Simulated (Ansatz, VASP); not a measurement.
# One calculation of AgCl, two programs

INCAR

```
SYSTEM = AgCl
  PREC = Accurate
  ENCUT = 520
  EDIFF = 1E-8
  ISMEAR = -1
  SIGMA = 0.01
  LREAL = .False.
  LASPH = .True.
  NELM = 60
  ALGO = Normal
  ISIF = 2
  LWAVE = .False.
  LCHARG = .False.
  GGA = PS
  LEFG = .True.
  NBANDS = 16
```

KPOINTS

```
regular mesh
0
Gamma
  9 9 9
  0 0 0
```

File POSCAR:

```
AgCl
1.0
    3.5369921900      0.0000000000      0.0000000000
    0.0000000000      3.5369921900      0.0000000000
    0.0000000000      0.0000000000      3.4339730000
Ag Cl
1 1
Direct
    0.0000000000      0.0000000000      0.0000000000
    0.5000000000      0.5000000000      0.5000000000
```

Input for Ansatz:

```yaml
crystal:
  lattice:
    - [3.53699219, 0.0, 0.0]
    - [0.0, 3.53699219, 0.0]
    - [0.0, 0.0, 3.433973]
  atoms:
    - { symbol: Ag, position: [0.0, 0.0, 0.0] }
    - { symbol: Cl, position: [0.5, 0.5, 0.5] }
kpoints:
  mp_grid: { grid: [9, 9, 9] }
scf:
  occupations: { method: fermi_dirac, width: 0.01 }
hamiltonian:
  xc: pbesol
  pseudopotentials: { kind: all_electron, datasets: crystal }
output:
  forces: true
  stress: true
  eigenvalues: true
  efg: { contact_densities: true }
```

Change from the starting cell: equal xx and yy strain of +3 %, crystal datasets.

Alike in both runs: task electric field gradients; functional PBEsol; k mesh 9 × 9 × 9; occupations fermi-dirac, width 0.01 eV; no spin polarisation.

|  | VASP | Ansatz |
| --- | --- | --- |
| version | VASP 6.6.1 | Ansatz 0.2.0 |
| potentials or method | VASP PAW PBE potentials, release 64 (Ag, Cl), cutoff 520 eV | all-electron PAW with datasets made for the crystal, scalar-relativistic |

|  | VASP | Ansatz | Ansatz less VASP |
| --- | --- | --- | --- |
| gap on the k mesh at the Fermi level (eV) | 0.39 | 0.39 | +0.002 |
| pressure (GPa) | -6.5 | -6.4 | +0.09 |
| traceless stress, the component that is largest in VASP (GPa) | 0.86 | 0.86 | -0.002 |
| size of Vzz on the site where it differs most (V/Å²) | 2.8 | 3.6 | +0.75 |

VASP's potentials were made for PBE, not for PBEsol. Ansatz ran all-electron here, and VASP with PAW potentials.
